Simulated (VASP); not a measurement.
# KF (F-43m) in VASP: single point with PBE0

Aim: the single point of KF with PBE0.

Everything below comes from runs of VASP 6.6.1. Logs are shortened: lines on timing, memory, paths and dates and some standing lists are left out, and cuts for length are marked.

## 1. The cell of the first run

It takes space group F-43m (No. 216, cubic). Conventional cell: a = 5.871 Å, b = 5.871 Å, c = 5.871 Å, α = 90.00°, β = 90.00°, γ = 90.00°. Within 3.4 Å of K (site symmetry -43m) lie 4 F at 2.54 Å. Within 3.4 Å of F (site symmetry -43m) lie 4 K at 2.54 Å.

## 2. Single point, PBE0

Input file POSCAR:

```
KF
1.0
    0.0000000000      2.9354015259      2.9354015259
    2.9354015259      0.0000000000      2.9354015259
    2.9354015259      2.9354015259      0.0000000000
K F
1 1
Direct
    0.0000000000      0.0000000000      0.0000000000
    0.2500000000      0.2500000000      0.2500000000
```

Input file INCAR.step1:

```
PREC = Accurate
ENCUT = 520
EDIFF = 1E-5
ISMEAR = 0
SIGMA = 0.01
LREAL = False
LASPH = True
NELM = 120
ALGO = Normal
ISIF = 2
LWAVE = True
LCHARG = False
NBANDS = 15
GGA = PE
GGA_COMPAT = False
```

Input file INCAR.step2:

```
PREC = Accurate
ENCUT = 520
EDIFF = 1E-6
ISMEAR = 0
SIGMA = 0.01
LREAL = False
LASPH = True
NELM = 120
ALGO = Normal
ISIF = 2
LWAVE = False
LCHARG = False
GGA = PE
LHFCALC = True
AEXX = 0.25
PRECFOCK = Normal
NBANDS = 15
ISTART = 1
GGA_COMPAT = False
```

Input file KPOINTS:

```
Automatic mesh
0
Gamma
  6 6 6
```

Potentials or basis: VASP PAW PBE potentials, release 64 (K_sv, F).

Started as:

```console
$ cat potpaw_PBE.64/K_sv/POTCAR potpaw_PBE.64/F/POTCAR > POTCAR
$ cp INCAR.step1 INCAR
$ mpirun -np 1 vasp_std > vasp.out
$ cp INCAR.step2 INCAR
$ mpirun -np 1 vasp_std > vasp.out
```

OUTCAR:

```text
PREC = Accurate
   ENCUT = 520
   EDIFF = 1E-6
   ISMEAR = 0
   LREAL = False
   LASPH = True
   NELM = 120
   ISIF = 2
   GGA = PE
   LHFCALC = True
   AEXX = 0.25
   PRECFOCK = Normal
   ISTART = 1

 ion  position               nearest neighbor table
   1  0.000  0.000  0.000-   2 2.54   2 2.54   2 2.54   2 2.54
   2  0.250  0.250  0.250-   1 2.54   1 2.54   1 2.54   1 2.54

  LATTYP: Found a face centered cubic cell.
 ALAT       =     5.8708030518

  Lattice vectors:

 A1 = (   0.0000000000,   2.9354015259,   2.9354015259)
 A2 = (   2.9354015259,   0.0000000000,   2.9354015259)
 A3 = (   2.9354015259,   2.9354015259,   0.0000000000)

Analysis of symmetry for initial positions (statically):
=====================================================================
 Subroutine PRICEL returns:
 Original cell was already a primitive cell.

 Routine SETGRP: Setting up the symmetry group for a
 face centered cubic supercell.

 Subroutine GETGRP returns: Found 24 space group operations
 (whereof 24 operations were pure point group operations)
 out of a pool of 48 trial point group operations.

The static configuration has the point symmetry T_d .

Analysis of symmetry for dynamics (positions and initial velocities):
=====================================================================
 Subroutine PRICEL returns:
 Original cell was already a primitive cell.

 Routine SETGRP: Setting up the symmetry group for a
 face centered cubic supercell.

 Subroutine GETGRP returns: Found 24 space group operations
 (whereof 24 operations were pure point group operations)
 out of a pool of 48 trial point group operations.

The dynamic configuration has the point symmetry T_d .

 Subroutine INISYM returns: Found 24 space group operations
 (whereof 24 operations are pure point group operations),
 and found     1 'primitive' translations

----------------------------------------------------------------------------------------

                                     Primitive cell

  volume of cell :      50.5863

  direct lattice vectors                    reciprocal lattice vectors
     0.000000000  2.935401526  2.935401526    -0.170334448  0.170334448  0.170334448
     2.935401526  0.000000000  2.935401526     0.170334448 -0.170334448  0.170334448
     2.935401526  2.935401526  0.000000000     0.170334448  0.170334448 -0.170334448

  length of vectors
     4.151284649  4.151284649  4.151284649     0.295027919  0.295027919  0.295027919

  position of ions in fractional coordinates (direct lattice)
     0.000000000  0.000000000  0.000000000
     0.250000000  0.250000000  0.250000000

  ion indices of the primitive-cell ions
   primitive index   ion index
                 1           1
                 2           2

----------------------------------------------------------------------------------------

 KPOINTS: Automatic mesh

Automatic generation of k-mesh.
 Grid dimensions read from file:
 generate k-points for:    6    6    6

 Generating k-lattice:

  Cartesian coordinates                     Fractional coordinates (reciprocal lattice)
    -0.028389075  0.028389075  0.028389075     0.166666667  0.000000000  0.000000000
     0.028389075 -0.028389075  0.028389075     0.000000000  0.166666667  0.000000000
     0.028389075  0.028389075 -0.028389075     0.000000000  0.000000000  0.166666667

  Length of vectors
     0.049171320  0.049171320  0.049171320

  Shift w.r.t. Gamma in fractional coordinates (k-lattice)
     0.000000000  0.000000000  0.000000000

 Subroutine IBZKPT returns following result:
 ===========================================

 Found     16 irreducible k-points:

 Following reciprocal coordinates:
            Coordinates               Weight
  0.000000  0.000000  0.000000      1.000000
  0.166667  0.000000  0.000000      8.000000
  0.333333  0.000000  0.000000      8.000000
  0.500000  0.000000  0.000000      4.000000
  0.166667  0.166667  0.000000      6.000000
  0.333333  0.166667  0.000000     24.000000
[... 8 lines left out ...]
 -0.333333  0.333333  0.166667     24.000000
 -0.333333  0.500000  0.166667     12.000000
   k-points           NKPTS =     16   k-points in BZ     NKDIM =    216   number of bands    NBANDS=     15
   number of dos      NEDOS =    301   number of ions     NIONS =      2
   total plane-waves  NPLWV =  32768
   dimension x,y,z NGX =    32 NGY =   32 NGZ =   32
   dimension x,y,z NGXF=    64 NGYF=   64 NGZF=   64
   ions per type =               1   1
   NGX,Y,Z   is equivalent  to a cutoff of  12.81, 12.81, 12.81 a.u.
   NGXF,Y,Z  is equivalent  to a cutoff of  25.63, 25.63, 25.63 a.u.
 SYSTEM =  unknown system
   PREC   = accura    normal or accurate (medium, high low for compatibility)
   ISTART =      1    job   : 0-new  1-cont  2-samecut
   ICHARG =      0    charge: 1-file 2-atom 10-const
   ISPIN  =      1    spin polarized calculation?
   LNONCOLLINEAR =      F non collinear calculations
   LSORBIT =      F    spin-orbit coupling
   LASPH  =      T    aspherical Exc in radial PAW
   ENCUT  =  520.0 eV  38.22 Ry    6.18 a.u.   7.72  7.72  7.72*2*pi/ulx,y,z
   NELM   =    120;   NELMIN=  2; NELMDL=  0     # of ELM steps
   EDIFF  = 0.1E-05   stopping-criterion for ELM
   LREAL  =      F    real-space projection
   EDIFFG = 0.1E-04   stopping-criterion for IOM
   NSW    =      0    number of steps for IOM
   IBRION =     -1    ionic relax: 0-MD 1-quasi-New 2-CG
   NFREE  =      0    steps in history (QN), initial steepest desc. (CG)
   ISIF   =      2    stress and relaxation
   ISYM   =      3    0-nonsym 1-usesym 2-fastsym
   POTIM  = 0.5000    time-step for ionic-motion
   TEBEG  =    0.0;   TEEND  =   0.0 temperature during run
   PSTRESS=    0.0 pullay stress
   NELECT =      16.0000    total number of electrons
   NUPDOWN=      -1.0000    fix difference up-down
   EMIN   =  10.00;   EMAX   =-10.00  energy-range for DOS
   EFERMI =   0.00;   METHOD = LEGACY
   ISMEAR =     0;   SIGMA  =   0.01  broadening in eV -4-tet -1-fermi 0-gaus
   EFERMI_NEDOS =   21; number of points for ismear=-14 and -15
   IALGO  =     38    algorithm
   IMIX   =      1    mixing-type and parameters
     AMIX     =   0.40;   BMIX     =  1.00
     AMIX_MAG =   1.60;   BMIX_MAG =  1.00
  volume/ion in A,a.u.               =      25.29       170.69
  Fermi-wavevector in a.u.,A,eV,Ry     =   1.115417  2.107833 16.927762  1.244155
  Thomas-Fermi vector in A             =   2.252022
   LORBIT       =      0    0 simple, 1 ext, 2 COOP (PROOUT), +10 PAW based schemes
   GGA     = PE    functional components
   LHFCALC =     T    Hartree Fock is set to
   PRECFOCK=normal    Normal, Fast or Accurate (Low or Medium for compatibility)
   ENCUT4O =  -1.0   cutoff for four orbital integrals eV
   NKREDX  =     1    reduce k-point grid by
   NKREDY  =     1    reduce k-point grid by
   NKREDZ  =     1    reduce k-point grid by
   AEXX    =    0.2500 exact exchange contribution
   HFSCREEN=    0.0000 screening length (either q_TF or 0.3 A-1)
   HFSCREENC=   0.0000 screening length for correlation (either q_TF or 0.3 A-1)
   ENCUTFOCK=  -1.0 apply spherical cutoff to Coloumb kernel
   IVDW    =     0    specifies the selected vdW correction
   LEPSILON=     F    determine dielectric tensor
   LRPA    =     F    only Hartree local field effects (RPA)
 non-spin polarized calculation
 Gauss-broadening in eV      SIGMA  =   0.01
  energy-cutoff  :      520.00
  volume of cell :       50.59
 maximum number of plane-waves:      1380
  NGX = 24; NGY = 24; NGZ = 24

 number of electron      15.9999996 magnetization

 Free energy of the ion-electron system (eV)
  ---------------------------------------------------
  ext. energy  EPLUGINS =         0.00000000
  ---------------------------------------------------
  free energy    TOTEN  =       -10.29619947 eV

  energy without entropy =      -10.29619947  energy(sigma->0) =      -10.29619947

 E-fermi :  -5.5380     XC(G=0):  -5.4424

 val. band max:       -5.6030078410   @ k =  -0.3333   0.5000   0.1667
 cond. band min:       2.2028567780   @ k =   0.0000   0.0000   0.0000
 fundamental gap:      7.8058646190
 Fermi energy:        -5.5379961668

 k-point     1 :       0.0000    0.0000    0.0000
  band No.  band energies     occupation
      1     -33.3342      2.00000
      2     -25.6796      2.00000
      3     -15.3721      2.00000
      4     -15.3721      2.00000
      5     -15.3721      2.00000
      6      -5.8164      2.00000
      7      -5.8164      2.00000
      8      -5.8164      2.00000
      9       2.2029      0.00000
     10       9.3693      0.00000
     11       9.3693      0.00000
     12       9.4662      0.00000
     13       9.4662      0.00000
     14       9.4662      0.00000
     15      14.1604      0.00000

 k-point     2 :       0.1667    0.0000    0.0000
  band No.  band energies     occupation
      1     -33.3231      2.00000
      2     -25.7005      2.00000
      3     -15.3999      2.00000
      4     -15.3856      2.00000
      5     -15.3856      2.00000
      6      -5.8527      2.00000
      7      -5.7921      2.00000
      8      -5.7921      2.00000
      9       2.7455      0.00000
     10       8.8356      0.00000
     11       8.8356      0.00000
     12       8.8913      0.00000
     13       9.9832      0.00000
     14       9.9832      0.00000
     15      12.5731      0.00000
[... 221 lines left out ...]
      3     -15.5768      2.00000
      4     -15.4798      2.00000
      5     -15.3354      2.00000
      6      -5.8707      2.00000
      7      -5.7586      2.00000
      8      -5.6373      2.00000
      9       5.2710      0.00000
     10       6.1361      0.00000
     11       8.5155      0.00000
     12       9.1775      0.00000
     13      10.5255      0.00000
     14      11.3125      0.00000
     15      11.7083      0.00000

 k-point    16 :      -0.3333    0.5000    0.1667
  band No.  band energies     occupation
      1     -33.2744      2.00000
      2     -25.7894      2.00000
      3     -15.5622      2.00000
      4     -15.5113      2.00000
      5     -15.3345      2.00000
      6      -5.9481      2.00000
      7      -5.7018      2.00000
      8      -5.6030      2.00000
      9       5.4096      0.00000
     10       5.7576      0.00000
     11       9.2168      0.00000
     12       9.6766      0.00000
     13      10.6303      0.00000
     14      11.2256      0.00000
     15      11.4361      0.00000

------------------------ aborting loop because EDIFF is reached ----------------------------------------

  FORCE on cell =-STRESS in cart. coord.  units (eV):
  Direction    XX          YY          ZZ          XY          YZ          ZX
  --------------------------------------------------------------------------------------
  -------------------------------------------------------------------------------------
  Total        0.1513781      0.1513781      0.1513781      0.0000000      0.0000000     -0.0000000
  in kB        4.7944761      4.7944761      4.7944761      0.0000000      0.0000000     -0.0000000
  external PRESSURE =       4.7944761 kB  Pullay stress =       0.0000000 kB

 VOLUME and BASIS-vectors are now :
 -----------------------------------------------------------------------------
  energy-cutoff  :      520.00
  volume of cell :       50.59
      direct lattice vectors                 reciprocal lattice vectors
     0.000000000  2.935401526  2.935401526    -0.170334448  0.170334448  0.170334448
     2.935401526  0.000000000  2.935401526     0.170334448 -0.170334448  0.170334448
     2.935401526  2.935401526  0.000000000     0.170334448  0.170334448 -0.170334448

 POSITION                                       TOTAL-FORCE (eV/Angst)
 -----------------------------------------------------------------------------------
      0.00000      0.00000      0.00000        -0.000000     -0.000000     -0.000000
      1.46770      1.46770      1.46770         0.000000      0.000000      0.000000
 -----------------------------------------------------------------------------------
    total drift:                               -0.000000      0.000000      0.000000

  FREE ENERGIE OF THE ION-ELECTRON SYSTEM (eV)
  ---------------------------------------------------
  free  energy   TOTEN  =       -10.2961994652 eV

  energy  without entropy=      -10.2961994652  energy(sigma->0) =      -10.29619947
```

Wall time 50 min (1 thread of Intel Xeon Platinum 8375C at 2.90GHz (Ice Lake), shared host); peak memory 0.2 GiB.

Results:

```
Free energy            : -10.2962 eV
Pressure               : 0.5 GPa
Band gap on the k mesh : 7.81 eV (least direct gap 8.02 eV)
```

Caveat: the structure was generated, so it needn't be the stable form of KF; the PAW data sets were made with another functional, which shifts forces and pressure a little.
